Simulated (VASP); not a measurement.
# CdSe (F-43m) in VASP: a series of runs

Runs on CdSe. Level: r2SCAN. Tasks: relaxation of cell and atoms.

All numbers are computed with VASP 6.6.1; they aren't measurements. Logs are shortened: lines on timing, memory, paths and dates and some standing lists are left out, and cuts for length are marked.

### Step 1. The cell of the first run

Symmetry: F-43m, No. 216, cubic system. The conventional cell has a = 6.134 Å, b = 6.134 Å, c = 6.134 Å, α = 90.00°, β = 90.00°, γ = 90.00°. Cd (site symmetry -43m) has 4 Se at 2.66 Å within 3.5 Å. Se (site symmetry -43m) has 4 Cd at 2.66 Å within 3.5 Å.

### Step 2. Relaxation of cell and atoms, r2SCAN, target pressure 1 GPa, at which the enthalpy is minimised

File POSCAR:

```
CdSe
1.0
    0.0000000000      3.0667839638      3.0667839638
    3.0667839638      0.0000000000      3.0667839638
    3.0667839638      3.0667839638      0.0000000000
Cd Se
1 1
Direct
    0.0000000000      0.0000000000      0.0000000000
    0.7500000000      0.7500000000      0.7500000000
```

File INCAR.step1:

```
SYSTEM = CdSe
  PREC = Accurate
  ENCUT = 600
  ISMEAR = 0
  SIGMA = 0.01
  LREAL = .False.
  LASPH = .True.
  NELM = 60
  GGA = PE
  ALGO = Normal
  EDIFF = 1E-4
  LWAVE = .True.
  LCHARG = .False.
```

File INCAR.step2:

```
SYSTEM = CdSe
  PREC = Accurate
  ENCUT = 600
  EDIFF = 1E-6
  ISMEAR = 0
  SIGMA = 0.01
  LREAL = .False.
  LASPH = .True.
  NELM = 60
  ALGO = Normal
  ISIF = 3
  LWAVE = .False.
  LCHARG = .False.
  METAGGA = R2SCAN
  LMIXTAU = .True.
  IBRION = 2
  NSW = 100
  EDIFFG = -0.002
  PSTRESS = 10.0
  ISTART = 1
```

File KPOINTS:

```
regular mesh
0
Gamma
  8 8 8
  0 0 0
```

Potentials or basis: VASP PAW PBE potentials, release 64 (Cd, Se).

The run is started by

```console
$ cat potpaw_PBE.64/Cd/POTCAR potpaw_PBE.64/Se/POTCAR > POTCAR
$ cp INCAR.step1 INCAR
$ mpirun -np 1 vasp_std > vasp.out
$ cp INCAR.step2 INCAR
$ mpirun -np 1 vasp_std > vasp.out
```

OUTCAR:

```text
SYSTEM = CdSe
   PREC = Accurate
   ENCUT = 600
   EDIFF = 1E-6
   ISMEAR = 0
   LREAL = .False.
   LASPH = .True.
   NELM = 60
   ISIF = 3
   METAGGA = R2SCAN
   IBRION = 2
   NSW = 100
   EDIFFG = -0.002
   PSTRESS = 10.0
   ISTART = 1

 ion  position               nearest neighbor table
   1  0.000  0.000  0.000-   2 2.66   2 2.66   2 2.66   2 2.66
   2  0.750  0.750  0.750-   1 2.66   1 2.66   1 2.66   1 2.66

  LATTYP: Found a face centered cubic cell.
 ALAT       =     6.1335679276

  Lattice vectors:

 A1 = (   0.0000000000,   3.0667839638,   3.0667839638)
 A2 = (   3.0667839638,   0.0000000000,   3.0667839638)
 A3 = (   3.0667839638,   3.0667839638,   0.0000000000)

Analysis of symmetry for initial positions (statically):
=====================================================================
 Subroutine PRICEL returns:
 Original cell was already a primitive cell.

 Routine SETGRP: Setting up the symmetry group for a
 face centered cubic supercell.

 Subroutine GETGRP returns: Found 24 space group operations
 (whereof 24 operations were pure point group operations)
 out of a pool of 48 trial point group operations.

The static configuration has the point symmetry T_d .

Analysis of symmetry for dynamics (positions and initial velocities):
=====================================================================
 Subroutine PRICEL returns:
 Original cell was already a primitive cell.

 Routine SETGRP: Setting up the symmetry group for a
 face centered cubic supercell.

 Subroutine GETGRP returns: Found 24 space group operations
 (whereof 24 operations were pure point group operations)
 out of a pool of 48 trial point group operations.

The dynamic configuration has the point symmetry T_d .

 Subroutine INISYM returns: Found 24 space group operations
 (whereof 24 operations are pure point group operations),
 and found     1 'primitive' translations

----------------------------------------------------------------------------------------

                                     Primitive cell

  volume of cell :      57.6872

  direct lattice vectors                    reciprocal lattice vectors
     0.000000000  3.066783964  3.066783964    -0.163037242  0.163037242  0.163037242
     3.066783964  0.000000000  3.066783964     0.163037242 -0.163037242  0.163037242
     3.066783964  3.066783964  0.000000000     0.163037242  0.163037242 -0.163037242

  length of vectors
     4.337087474  4.337087474  4.337087474     0.282388787  0.282388787  0.282388787

  position of ions in fractional coordinates (direct lattice)
     0.000000000  0.000000000  0.000000000
     0.750000000  0.750000000  0.750000000

  ion indices of the primitive-cell ions
   primitive index   ion index
                 1           1
                 2           2

----------------------------------------------------------------------------------------

 KPOINTS: regular mesh

Automatic generation of k-mesh.
 Grid dimensions read from file:
 generate k-points for:    8    8    8

 Generating k-lattice:

  Cartesian coordinates                     Fractional coordinates (reciprocal lattice)
    -0.020379655  0.020379655  0.020379655     0.125000000  0.000000000  0.000000000
     0.020379655 -0.020379655  0.020379655     0.000000000  0.125000000  0.000000000
     0.020379655  0.020379655 -0.020379655     0.000000000  0.000000000  0.125000000

  Length of vectors
     0.035298598  0.035298598  0.035298598

  Shift w.r.t. Gamma in fractional coordinates (k-lattice)
     0.000000000  0.000000000  0.000000000

 Subroutine IBZKPT returns following result:
 ===========================================

 Found     29 irreducible k-points:

 Following reciprocal coordinates:
            Coordinates               Weight
  0.000000  0.000000  0.000000      1.000000
  0.125000  0.000000  0.000000      8.000000
  0.250000  0.000000  0.000000      8.000000
  0.375000  0.000000  0.000000      8.000000
  0.500000  0.000000  0.000000      4.000000
  0.125000  0.125000  0.000000      6.000000
[... 16 lines left out ...]
  0.500000  0.250000  0.125000     48.000000
 -0.375000  0.250000  0.125000     24.000000
 [... further k-points ...]
   k-points           NKPTS =     29   k-points in BZ     NKDIM =     29   number of bands    NBANDS=     13
   number of dos      NEDOS =    301   number of ions     NIONS =      2
   total plane-waves  NPLWV =  46656
   dimension x,y,z NGX =    36 NGY =   36 NGZ =   36
   dimension x,y,z NGXF=    72 NGYF=   72 NGZF=   72
   ions per type =               1   1
   NGX,Y,Z   is equivalent  to a cutoff of  13.80, 13.80, 13.80 a.u.
   NGXF,Y,Z  is equivalent  to a cutoff of  27.60, 27.60, 27.60 a.u.
 SYSTEM =  CdSe
   PREC   = accura    normal or accurate (medium, high low for compatibility)
   ISTART =      1    job   : 0-new  1-cont  2-samecut
   ICHARG =      0    charge: 1-file 2-atom 10-const
   ISPIN  =      1    spin polarized calculation?
   LNONCOLLINEAR =      F non collinear calculations
   LSORBIT =      F    spin-orbit coupling
   LASPH  =      T    aspherical Exc in radial PAW
   ENCUT  =  600.0 eV  44.10 Ry    6.64 a.u.   8.66  8.66  8.66*2*pi/ulx,y,z
   NELM   =     60;   NELMIN=  2; NELMDL=  0     # of ELM steps
   EDIFF  = 0.1E-05   stopping-criterion for ELM
   LREAL  =      F    real-space projection
   EDIFFG = -.2E-02   stopping-criterion for IOM
   NSW    =    100    number of steps for IOM
   IBRION =      2    ionic relax: 0-MD 1-quasi-New 2-CG
   NFREE  =      1    steps in history (QN), initial steepest desc. (CG)
   ISIF   =      3    stress and relaxation
   ISYM   =      2    0-nonsym 1-usesym 2-fastsym
   POTIM  = 0.5000    time-step for ionic-motion
   TEBEG  =    0.0;   TEEND  =   0.0 temperature during run
   PSTRESS=   10.0 pullay stress
   NELECT =      18.0000    total number of electrons
   NUPDOWN=      -1.0000    fix difference up-down
   EMIN   =  10.00;   EMAX   =-10.00  energy-range for DOS
   EFERMI =   0.00;   METHOD = LEGACY
   ISMEAR =     0;   SIGMA  =   0.01  broadening in eV -4-tet -1-fermi 0-gaus
   EFERMI_NEDOS =   21; number of points for ismear=-14 and -15
   IALGO  =     38    algorithm
   IMIX   =      4    mixing-type and parameters
     AMIX     =   0.40;   BMIX     =  1.00
     AMIX_MAG =   1.60;   BMIX_MAG =  1.00
  volume/ion in A,a.u.               =      28.84       194.65
  Fermi-wavevector in a.u.,A,eV,Ry     =   1.110382  2.098318 16.775284  1.232949
  Thomas-Fermi vector in A             =   2.246933
   LORBIT       =      0    0 simple, 1 ext, 2 COOP (PROOUT), +10 PAW based schemes
   METAGGA = R2SCAN    functional components
   LHFCALC =     F    Hartree Fock is set to
   AEXX    =    0.0000 exact exchange contribution
   IVDW    =     0    specifies the selected vdW correction
   LEPSILON=     F    determine dielectric tensor
   LRPA    =     F    only Hartree local field effects (RPA)
 conjugate gradient relaxation of ions
 non-spin polarized calculation
 Gauss-broadening in eV      SIGMA  =   0.01
  energy-cutoff  :      600.00
  volume of cell :       57.69
 maximum number of plane-waves:      1964
   NGX = 17   NGY = 17   NGZ = 17

--------------------------------------- Ionic step        1  -------------------------------------------

 number of electron      17.9999997 magnetization

 Free energy of the ion-electron system (eV)
  ---------------------------------------------------
  ext. energy  EPLUGINS =         0.00000000
  ---------------------------------------------------
  free energy    TOTEN  =       -35.91623365 eV

  energy without entropy =      -35.91623365  energy(sigma->0) =      -35.91623365

------------------------ aborting loop because EDIFF is reached ----------------------------------------

  FORCE on cell =-STRESS in cart. coord.  units (eV):
  Direction    XX          YY          ZZ          XY          YZ          ZX
  --------------------------------------------------------------------------------------
  -------------------------------------------------------------------------------------
  Total        0.0688942      0.0688942      0.0688942     -0.0000000      0.0000000     -0.0000000
  in kB        1.9134360      1.9134360      1.9134360     -0.0000000      0.0000000     -0.0000000
  external PRESSURE =      -8.0865640 kB  Pullay stress =      10.0000000 kB

 VOLUME and BASIS-vectors are now :
 -----------------------------------------------------------------------------
  energy-cutoff  :      600.00
  volume of cell :       57.69
      direct lattice vectors                 reciprocal lattice vectors
     0.000000000  3.066783964  3.066783964    -0.163037242  0.163037242  0.163037242
     3.066783964  0.000000000  3.066783964     0.163037242 -0.163037242  0.163037242
     3.066783964  3.066783964  0.000000000     0.163037242  0.163037242 -0.163037242
[... 46 lines left out ...]
  FREE ENERGIE OF THE ION-ELECTRON SYSTEM (eV)
  ---------------------------------------------------
  free  energy   TOTEN  =       -35.9105238571 eV

  energy  without entropy=      -35.9105238571  energy(sigma->0) =      -35.91052386

  enthalpy is  TOTEN    =       -35.5580018068 eV   P V=        0.3525220503

--------------------------------------- Ionic step        3  -------------------------------------------

 number of electron      17.9999997 magnetization

 Free energy of the ion-electron system (eV)
  ---------------------------------------------------
  ext. energy  EPLUGINS =         0.00000000
  ---------------------------------------------------
  free energy    TOTEN  =       -35.91308236 eV

  energy without entropy =      -35.91308236  energy(sigma->0) =      -35.91308236

 E-fermi :   0.6041     XC(G=0):  -9.3792

 val. band max:        0.5625994085   @ k =   0.0000   0.0000   0.0000
 cond. band min:       1.6261428848   @ k =   0.0000   0.0000   0.0000
 fundamental gap:      1.0635434762
 Fermi energy:         0.6041396346

 k-point     1 :       0.0000    0.0000    0.0000
  band No.  band energies     occupation
      1     -12.3991      2.00000
      2      -7.5707      2.00000
      3      -7.5707      2.00000
      4      -7.5707      2.00000
      5      -7.1801      2.00000
      6      -7.1801      2.00000
      7       0.5626      2.00000
      8       0.5626      2.00000
      9       0.5626      2.00000
     10       1.6261      0.00000
     11       7.0366      0.00000
     12       7.0366      0.00000
     13       7.0367      0.00000

 k-point     2 :       0.1250    0.0000    0.0000
  band No.  band energies     occupation
      1     -12.3455      2.00000
      2      -7.5531      2.00000
      3      -7.5531      2.00000
      4      -7.5193      2.00000
      5      -7.1808      2.00000
      6      -7.1808      2.00000
      7      -0.5575      2.00000
      8       0.4392      2.00000
      9       0.4392      2.00000
     10       2.5482      0.00000
     11       6.7848      0.00000
[... 339 lines left out ...]
 k-point    24 :      -0.3750    0.2500    0.1250
  band No.  band energies     occupation
      1     -11.9701      2.00000
      2      -7.4334      2.00000
      3      -7.4110      2.00000
      4      -7.1990      2.00000
      5      -7.1636      2.00000
      6      -6.7962      2.00000
      7      -3.5412      2.00000
      8      -1.3999      2.00000
      9      -0.6532      2.00000
     10       4.8792      0.00000
     11       6.3765      0.00000
     12       7.8956      0.00000
     13       9.0632      0.00000

 [... further k-points ...]

------------------------ aborting loop because EDIFF is reached ----------------------------------------

  FORCE on cell =-STRESS in cart. coord.  units (eV):
  Direction    XX          YY          ZZ          XY          YZ          ZX
  --------------------------------------------------------------------------------------
  -------------------------------------------------------------------------------------
  Total        0.3559995      0.3559995      0.3559995      0.0000000      0.0000000      0.0000000
  in kB       10.0367070     10.0367070     10.0367070      0.0000000      0.0000000      0.0000000
  external PRESSURE =       0.0367070 kB  Pullay stress =      10.0000000 kB

 VOLUME and BASIS-vectors are now :
 -----------------------------------------------------------------------------
  energy-cutoff  :      600.00
  volume of cell :       56.83
      direct lattice vectors                 reciprocal lattice vectors
    -0.000000000  3.051496713  3.051496713    -0.163854019  0.163854019  0.163854019
     3.051496713  0.000000000  3.051496713     0.163854019 -0.163854019  0.163854019
     3.051496713  3.051496713 -0.000000000     0.163854019  0.163854019 -0.163854019

 POSITION                                       TOTAL-FORCE (eV/Angst)
 -----------------------------------------------------------------------------------
      0.00000      0.00000      0.00000        -0.000000     -0.000000     -0.000000
      4.57725      4.57725      4.57725         0.000000      0.000000      0.000000
 -----------------------------------------------------------------------------------
    total drift:                                0.000002      0.000002      0.000002

  FREE ENERGIE OF THE ION-ELECTRON SYSTEM (eV)
  ---------------------------------------------------
  free  energy   TOTEN  =       -35.9130823577 eV

  energy  without entropy=      -35.9130823577  energy(sigma->0) =      -35.91308236

  enthalpy is  TOTEN    =       -35.5583848535 eV   P V=        0.3546975043

 reached required accuracy - stopping structural energy minimisation
```

Wall time 2.6 min (1 thread of Intel Xeon Platinum 8488C (Sapphire Rapids), shared host); peak memory 0.24 GiB.

What came out:

| Quantity | Value |
| --- | --- |
| Free energy | -35.9131 eV |
| Relaxed volume | 28.41 Å³/atom |
| Relaxed cell | a = 4.315 Å, b = 4.315 Å, c = 4.315 Å, α = 60.00°, β = 60.00°, γ = 60.00° |
| Space group after relaxing (to 0.1 Å) | F-43m (No. 216) |
| Energy change on relaxing (the run minimises the enthalpy) | +1.6 meV/atom |
| Ionic steps | 3 |
| Pressure after relaxing | 1.0 GPa |
| Band gap on the k mesh | 1.06 eV |

Step by step:
```csv
step,energy change (eV),largest force (eV/Å),pressure (GPa),volume (Å³)
1,0.0000,0.0000,0.19,57.69
2,0.0057,0.0000,1.36,56.48
3,0.0032,0.0000,1.00,56.83
```

Final structure:
```xyz
2
Lattice="0.0000 3.0515 3.0515 3.0515 0.0000 3.0515 3.0515 3.0515 0.0000" Properties=species:S:1:pos:R:3 pbc="T T T"
Cd    0.0000    0.0000    0.0000
Se    4.5772    4.5772    4.5772
```

Caveat: the cell is relaxed towards a set pressure, so the run minimises the enthalpy, not the energy; the PAW data sets were made with another functional, which shifts forces and pressure a little.

### Step 3. Relaxation of cell and atoms, r2SCAN, target pressure 2 GPa, at which the enthalpy is minimised

POSCAR is that of step 2.

File INCAR.step1:

```
  PREC = Accurate
  ENCUT = 600
  ISMEAR = 0
  SIGMA = 0.01
  LREAL = F
  LASPH = T
  NELM = 100
  GGA = PE
  ALGO = Normal
  EDIFF = 1E-4
  LWAVE = T
  LCHARG = F
```

File INCAR.step2:

```
  PREC = Accurate
  ENCUT = 600
  EDIFF = 1E-6
  ISMEAR = 0
  SIGMA = 0.01
  LREAL = F
  LASPH = T
  NELM = 100
  ALGO = Normal
  ISIF = 3
  LWAVE = F
  LCHARG = F
  METAGGA = R2SCAN
  LMIXTAU = T
  IBRION = 2
  NSW = 100
  EDIFFG = -0.002
  PSTRESS = 20.0
  ISTART = 1
```

File KPOINTS:

```
Automatic mesh
0
Gamma
  8 8 8
```

Potentials or basis: VASP PAW PBE potentials, release 64 (Cd, Se).

The run is started by

```console
$ cat potpaw_PBE.64/Cd/POTCAR potpaw_PBE.64/Se/POTCAR > POTCAR
$ cp INCAR.step1 INCAR
$ mpirun -np 1 vasp_std > vasp.out
$ cp INCAR.step2 INCAR
$ mpirun -np 1 vasp_std > vasp.out
```

Run time: 2.6 min. Hardware: 1 thread of Intel Xeon Platinum 8488C (Sapphire Rapids), shared host; peak memory 0.25 GiB.

It converged, with:

```yaml
Free_energy: -35.9041 eV
Relaxed_volume: 27.93 Å³/atom
Relaxed_cell: a = 4.291 Å, b = 4.291 Å, c = 4.291 Å, α = 60.00°, β = 60.00°, γ = 60.00°
Space_group_after_relaxing_to_0.1_Å: F-43m (No. 216)
Energy_change_on_relaxing_the_run_minimises_the_enthalpy: +6.1 meV/atom
Ionic_steps: 3
Pressure_after_relaxing: 2.0 GPa
Band_gap_on_the_k_mesh: 1.10 eV
```

The path:
| step | energy change (eV) | largest force (eV/Å) | pressure (GPa) | volume (Å³) |
| --- | --- | --- | --- | --- |
| 1 | 0.0000 | 0.0000 | 0.19 | 57.69 |
| 2 | 0.0254 | 0.0000 | 2.97 | 55.01 |
| 3 | 0.0121 | 0.0000 | 2.01 | 55.87 |

Final structure:
```
Cd Se
1.0
     0.00000    3.03416    3.03416
     3.03416    0.00000    3.03416
     3.03416    3.03416    0.00000
Cd Se
1 1
Direct
  0.00000 0.00000 0.00000
  0.75000 0.75000 0.75000
```

Levels at points of the mesh, in eV from the valence-band top:
| k point | band 6 | band 7 | band 8 | band 9 | band 10 | band 11 | band 12 | band 13 |
| --- | --- | --- | --- | --- | --- | --- | --- | --- |
| (0.00, 0.00, 0.00) | -7.78 | 0.00 | 0.00 | 0.00 | 1.10 | 6.47 | 6.47 | 6.47 |
| (0.50, 0.00, 0.00) | -7.47 | -4.47 | -0.77 | -0.77 | 2.87 | 6.93 | 6.93 | 7.84 |
| (0.50, 0.50, 0.00) | -7.40 | -4.12 | -1.91 | -1.91 | 3.44 | 4.16 | 9.74 | 11.01 |

Caveat: the cell is relaxed towards a set pressure, so the run minimises the enthalpy, not the energy; the PAW data sets were made with another functional, which shifts forces and pressure a little.
